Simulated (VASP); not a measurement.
# Pd (Im-3m) in VASP: notebook

Aim: see how the results for Pd move with the level of theory and the settings. Levels: revPBE, PBEsol, LDA. Tasks: relaxation of cell and atoms, single point.

Program: VASP 6.6.1. These are calculated values, not measurements. Logs are shortened: lines on timing, memory, paths and dates and some standing lists are left out, and cuts for length are marked.

## Step 1: The cell of the first run

Symmetry: Im-3m, No. 229, cubic system. The conventional cell has a = 3.145 Å, b = 3.145 Å, c = 3.145 Å, α = 90.00°, β = 90.00°, γ = 90.00°. Pd (site symmetry m-3m) has 14 Pd at 2.72 to 3.14 Å within 3.6 Å.

## Step 2: Relaxation of cell and atoms, revPBE

INCAR

```
SYSTEM = Pd
PREC = Accurate ; ENCUT = 600
EDIFF = 1E-6 ; ISMEAR = -1
SIGMA = 0.05 ; LREAL = .False.
LASPH = .True. ; NELM = 60
ALGO = Fast ; ISIF = 3
LWAVE = .False. ; LCHARG = .False.
GGA = RE ; IBRION = 2
NSW = 60 ; EDIFFG = -0.01
```

KPOINTS

```
regular mesh
0
Gamma
  12 12 12
  0 0 0
```

POSCAR

```
Pd
1.0
   -1.5722810000      1.5722810000      1.5722810000
    1.5722810000     -1.5722810000      1.5722810000
    1.5722810000      1.5722810000     -1.5722810000
Pd
1
Direct
    0.0000000000      0.0000000000      0.0000000000
```

Potentials or basis: VASP PAW PBE potentials, release 64 (Pd).

Command:

```sh
$ cat potpaw_PBE.64/Pd/POTCAR > POTCAR
$ mpirun -np 1 vasp_std > vasp.out
```

OUTCAR:

```text
SYSTEM = Pd
   PREC = Accurate
   ENCUT = 600
   EDIFF = 1E-6
   ISMEAR = -1
   LREAL = .False.
   LASPH = .True.
   NELM = 60
   ISIF = 3
   GGA = RE
   IBRION = 2
   NSW = 60
   EDIFFG = -0.01

 ion  position               nearest neighbor table
   1  0.000  0.000  0.000-

  LATTYP: Found a body centered cubic cell.
 ALAT       =     3.1445620000

  Lattice vectors:

 A1 = (  -1.5722810000,   1.5722810000,   1.5722810000)
 A2 = (   1.5722810000,  -1.5722810000,   1.5722810000)
 A3 = (   1.5722810000,   1.5722810000,  -1.5722810000)

Analysis of symmetry for initial positions (statically):
=====================================================================
 Subroutine PRICEL returns:
 Original cell was already a primitive cell.

 Routine SETGRP: Setting up the symmetry group for a
 body centered cubic supercell.

 Subroutine GETGRP returns: Found 48 space group operations
 (whereof 48 operations were pure point group operations)
 out of a pool of 48 trial point group operations.

The static configuration has the point symmetry O_h .

Analysis of symmetry for dynamics (positions and initial velocities):
=====================================================================
 Subroutine PRICEL returns:
 Original cell was already a primitive cell.

 Routine SETGRP: Setting up the symmetry group for a
 body centered cubic supercell.

 Subroutine GETGRP returns: Found 48 space group operations
 (whereof 48 operations were pure point group operations)
 out of a pool of 48 trial point group operations.

The dynamic configuration has the point symmetry O_h .

 Subroutine INISYM returns: Found 48 space group operations
 (whereof 48 operations are pure point group operations),
 and found     1 'primitive' translations

----------------------------------------------------------------------------------------

                                     Primitive cell

  volume of cell :      15.5471

  direct lattice vectors                    reciprocal lattice vectors
    -1.572281000  1.572281000  1.572281000     0.000000000  0.318009313  0.318009313
     1.572281000 -1.572281000  1.572281000     0.318009313  0.000000000  0.318009313
     1.572281000  1.572281000 -1.572281000     0.318009313  0.318009313  0.000000000

  length of vectors
     2.723270576  2.723270576  2.723270576     0.449733083  0.449733083  0.449733083

  position of ions in fractional coordinates (direct lattice)
     0.000000000  0.000000000  0.000000000

  ion indices of the primitive-cell ions
   primitive index   ion index
                 1           1

----------------------------------------------------------------------------------------

 KPOINTS: regular mesh

Automatic generation of k-mesh.
 Grid dimensions read from file:
 generate k-points for:   12   12   12

 Generating k-lattice:

  Cartesian coordinates                     Fractional coordinates (reciprocal lattice)
     0.000000000  0.026500776  0.026500776     0.083333333  0.000000000  0.000000000
     0.026500776  0.000000000  0.026500776     0.000000000  0.083333333  0.000000000
     0.026500776  0.026500776  0.000000000     0.000000000  0.000000000  0.083333333

  Length of vectors
     0.037477757  0.037477757  0.037477757

  Shift w.r.t. Gamma in fractional coordinates (k-lattice)
     0.000000000  0.000000000  0.000000000

 Subroutine IBZKPT returns following result:
 ===========================================

 Found     72 irreducible k-points:

 Following reciprocal coordinates:
            Coordinates               Weight
  0.000000  0.000000  0.000000      1.000000
  0.083333  0.000000  0.000000     12.000000
  0.166667  0.000000  0.000000     12.000000
  0.250000  0.000000  0.000000     12.000000
  0.333333  0.000000  0.000000     12.000000
  0.416667  0.000000  0.000000     12.000000
[... 16 lines left out ...]
  0.333333  0.083333  0.083333     24.000000
  0.416667  0.083333  0.083333     12.000000
 [... further k-points ...]
   k-points           NKPTS =     72   k-points in BZ     NKDIM =     72   number of bands    NBANDS=      9
   number of dos      NEDOS =    301   number of ions     NIONS =      1
   total plane-waves  NPLWV =  13824
   dimension x,y,z NGX =    24 NGY =   24 NGZ =   24
   dimension x,y,z NGXF=    48 NGYF=   48 NGZF=   48
   ions per type =               1
   NGX,Y,Z   is equivalent  to a cutoff of  14.65, 14.65, 14.65 a.u.
   NGXF,Y,Z  is equivalent  to a cutoff of  29.30, 29.30, 29.30 a.u.
 SYSTEM =  Pd
   PREC   = accura    normal or accurate (medium, high low for compatibility)
   ISTART =      0    job   : 0-new  1-cont  2-samecut
   ICHARG =      2    charge: 1-file 2-atom 10-const
   ISPIN  =      1    spin polarized calculation?
   LNONCOLLINEAR =      F non collinear calculations
   LSORBIT =      F    spin-orbit coupling
   LASPH  =      T    aspherical Exc in radial PAW
   ENCUT  =  600.0 eV  44.10 Ry    6.64 a.u.   5.44  5.44  5.44*2*pi/ulx,y,z
   NELM   =     60;   NELMIN=  2; NELMDL= -5     # of ELM steps
   EDIFF  = 0.1E-05   stopping-criterion for ELM
   LREAL  =      F    real-space projection
   EDIFFG = -.1E-01   stopping-criterion for IOM
   NSW    =     60    number of steps for IOM
   IBRION =      2    ionic relax: 0-MD 1-quasi-New 2-CG
   NFREE  =      1    steps in history (QN), initial steepest desc. (CG)
   ISIF   =      3    stress and relaxation
   ISYM   =      2    0-nonsym 1-usesym 2-fastsym
   POTIM  = 0.5000    time-step for ionic-motion
   TEBEG  =    0.0;   TEEND  =   0.0 temperature during run
   PSTRESS=    0.0 pullay stress
   NELECT =      10.0000    total number of electrons
   NUPDOWN=      -1.0000    fix difference up-down
   EMIN   =  10.00;   EMAX   =-10.00  energy-range for DOS
   EFERMI =   0.00;   METHOD = LEGACY
   ISMEAR =    -1;   SIGMA  =   0.05  broadening in eV -4-tet -1-fermi 0-gaus
   EFERMI_NEDOS =   21; number of points for ismear=-14 and -15
   IALGO  =     68    algorithm
   IMIX   =      4    mixing-type and parameters
     AMIX     =   0.40;   BMIX     =  1.00
     AMIX_MAG =   1.60;   BMIX_MAG =  1.00
  volume/ion in A,a.u.               =      15.55       104.92
  Fermi-wavevector in a.u.,A,eV,Ry     =   1.413160  2.670485 27.171123  1.997021
  Thomas-Fermi vector in A             =   2.534834
   LORBIT       =      0    0 simple, 1 ext, 2 COOP (PROOUT), +10 PAW based schemes
   GGA     = RE    functional components
   LHFCALC =     F    Hartree Fock is set to
   AEXX    =    0.0000 exact exchange contribution
   IVDW    =     0    specifies the selected vdW correction
   LEPSILON=     F    determine dielectric tensor
   LRPA    =     F    only Hartree local field effects (RPA)
 conjugate gradient relaxation of ions
 non-spin polarized calculation
 RMM-DIIS sequential band-by-band and
  energy-cutoff  :      600.00
  volume of cell :       15.55
 maximum number of plane-waves:       539
 NGX is ok and might be reduce to    24
   NGX = 11   NGY = 11   NGZ = 11

--------------------------------------- Ionic step        1  -------------------------------------------

 number of electron      10.0000002 magnetization

 Free energy of the ion-electron system (eV)
  ---------------------------------------------------
  ext. energy  EPLUGINS =         0.00000000
  ---------------------------------------------------
  free energy    TOTEN  =        -4.71122570 eV

  energy without entropy =       -4.70071780  energy(sigma->0) =       -4.70597175

------------------------ aborting loop because EDIFF is reached ----------------------------------------

  FORCE on cell =-STRESS in cart. coord.  units (eV):
  Direction    XX          YY          ZZ          XY          YZ          ZX
  --------------------------------------------------------------------------------------
  -------------------------------------------------------------------------------------
  Total        0.1782534      0.1782534      0.1782534      0.0000000      0.0000000      0.0000000
  in kB       18.3695241     18.3695241     18.3695241      0.0000000      0.0000000      0.0000000
  external PRESSURE =      18.3695241 kB  Pullay stress =       0.0000000 kB

 VOLUME and BASIS-vectors are now :
 -----------------------------------------------------------------------------
  energy-cutoff  :      600.00
  volume of cell :       15.55
      direct lattice vectors                 reciprocal lattice vectors
    -1.572281000  1.572281000  1.572281000     0.000000000  0.318009313  0.318009313
     1.572281000 -1.572281000  1.572281000     0.318009313  0.000000000  0.318009313
     1.572281000  1.572281000 -1.572281000     0.318009313  0.318009313  0.000000000
[... 36 lines left out ...]
 POSITION                                       TOTAL-FORCE (eV/Angst)
 -----------------------------------------------------------------------------------
      3.17160      0.00000      0.00000         0.000000      0.000000     -0.000000
 -----------------------------------------------------------------------------------
    total drift:                                0.000000      0.000000      0.000000

  FREE ENERGIE OF THE ION-ELECTRON SYSTEM (eV)
  ---------------------------------------------------
  free  energy   TOTEN  =        -4.7106799260 eV

  energy  without entropy=       -4.6996295852  energy(sigma->0) =       -4.70515476

--------------------------------------- Ionic step        3  -------------------------------------------

 number of electron      10.0000001 magnetization

 Free energy of the ion-electron system (eV)
  ---------------------------------------------------
  ext. energy  EPLUGINS =         0.00000000
  ---------------------------------------------------
  free energy    TOTEN  =        -4.71218276 eV

  energy without entropy =       -4.70144127  energy(sigma->0) =       -4.70681202

 E-fermi :   8.8102     XC(G=0): -12.7047

 val. band max:        8.8018667875   @ k =  -0.2500   0.2500   0.1667
 cond. band min:       8.8747467604   @ k =  -0.4167   0.4167   0.2500
 fundamental gap:      0.0728799729
 Fermi energy:         8.8101703800

 k-point     1 :       0.0000    0.0000    0.0000
  band No.  band energies     occupation
      1       2.2066      2.00000
      2       6.1478      2.00000
      3       6.1478      2.00000
      4       6.1478      2.00000
      5       7.9495      2.00000
      6       7.9495      2.00000
      7      28.0681      0.00000
      8      28.0681      0.00000
      9      28.0681      0.00000

 k-point     2 :       0.0833    0.0000    0.0000
  band No.  band energies     occupation
      1       2.4572      2.00000
      2       6.0673      2.00000
      3       6.1515      2.00000
      4       6.3201      2.00000
      5       7.8591      2.00000
      6       7.9556      2.00000
      7      27.8220      0.00000
      8      28.0726      0.00000
      9      28.3519      0.00000
[... 253 lines left out ...]
 k-point    24 :       0.4167    0.0833    0.0833
  band No.  band energies     occupation
      1       4.3634      2.00000
      2       5.0656      2.00000
      3       7.8589      2.00000
      4       7.9557      2.00000
      5       8.1677      1.99999
      6      12.3238      0.00000
      7      16.2762      0.00000
      8      23.0620      0.00000
      9      23.8090      0.00000

 [... further k-points ...]

------------------------ aborting loop because EDIFF is reached ----------------------------------------

  FORCE on cell =-STRESS in cart. coord.  units (eV):
  Direction    XX          YY          ZZ          XY          YZ          ZX
  --------------------------------------------------------------------------------------
  -------------------------------------------------------------------------------------
  Total       -0.0097346     -0.0097346     -0.0097346      0.0000000     -0.0000000      0.0000000
  in kB       -0.9920322     -0.9920322     -0.9920322      0.0000000     -0.0000000      0.0000000
  external PRESSURE =      -0.9920322 kB  Pullay stress =       0.0000000 kB

 VOLUME and BASIS-vectors are now :
 -----------------------------------------------------------------------------
  energy-cutoff  :      600.00
  volume of cell :       15.72
      direct lattice vectors                 reciprocal lattice vectors
    -1.578149999  1.578149999  1.578149999     0.000000000  0.316826664  0.316826664
     1.578149999 -1.578149999  1.578149999     0.316826664  0.000000000  0.316826664
     1.578149999  1.578149999 -1.578149999     0.316826664  0.316826664  0.000000000

 POSITION                                       TOTAL-FORCE (eV/Angst)
 -----------------------------------------------------------------------------------
      0.00000      0.00000      0.00000         0.000000     -0.000000      0.000000
 -----------------------------------------------------------------------------------
    total drift:                                0.000000     -0.000000      0.000000

  FREE ENERGIE OF THE ION-ELECTRON SYSTEM (eV)
  ---------------------------------------------------
  free  energy   TOTEN  =        -4.7121827639 eV

  energy  without entropy=       -4.7014412742  energy(sigma->0) =       -4.70681202

 reached required accuracy - stopping structural energy minimisation
```

Run time: 13 s. Hardware: 1 thread of AMD EPYC 9R45 (Zen 5), shared host; peak memory 0.12 GiB.

What came out:

```
Free energy                            : -4.7122 eV
Relaxed volume                         : 15.72 Å³/atom
Relaxed cell                           : a = 2.733 Å, b = 2.733 Å, c = 2.733 Å, α = 109.47°, β = 109.47°, γ = 109.47°
Space group after relaxing (to 0.05 Å) : Im-3m (No. 229)
Energy gained by relaxing              : 1.0 meV/atom
Ionic steps                            : 3
Pressure after relaxing                : -0.1 GPa
Band gap on the k mesh                 : zero (band 5 reaches 9.36 eV, above the bottom of band 6 at 7.85 eV)
```

Step by step:
| step | energy change (eV) | largest force (eV/Å) | pressure (GPa) | volume (Å³) |
| --- | --- | --- | --- | --- |
| 1 | 0.0000 | 0.0000 | 1.84 | 15.55 |
| 2 | 0.0005 | 0.0000 | -2.05 | 15.95 |
| 3 | -0.0010 | 0.0000 | -0.10 | 15.72 |

Final structure:
```cif
data_structure
_symmetry_space_group_name_H-M 'P 1'
_symmetry_Int_Tables_number 1
_cell_length_a 2.7334
_cell_length_b 2.7334
_cell_length_c 2.7334
_cell_angle_alpha 109.471
_cell_angle_beta 109.471
_cell_angle_gamma 109.471
_cell_volume 15.72
loop_
_atom_site_label
_atom_site_type_symbol
_atom_site_fract_x
_atom_site_fract_y
_atom_site_fract_z
_atom_site_occupancy
Pd1 Pd 0.00000 0.00000 0.00000 1
```

Levels at points of the mesh, in eV from the Fermi level:
| k point | band 1 | band 2 | band 3 | band 4 | band 5 | band 6 | band 7 | band 8 | band 9 |
| --- | --- | --- | --- | --- | --- | --- | --- | --- | --- |
| (0.00, 0.00, 0.00) | -6.60 | -2.66 | -2.66 | -2.66 | -0.86 | -0.86 | 19.26 | 19.26 | 19.26 |
| (0.50, 0.00, 0.00) | -4.80 | -3.75 | -0.93 | -0.65 | 0.55 | 1.56 | 7.48 | 15.02 | 17.31 |
| (0.50, 0.50, 0.50) | -4.72 | -4.72 | 0.20 | 0.20 | 0.20 | 9.07 | 9.07 | 9.07 | 16.81 |

Caveat: the PAW data sets were made with another functional, which shifts forces and pressure a little.

[end of part 1 of 2]
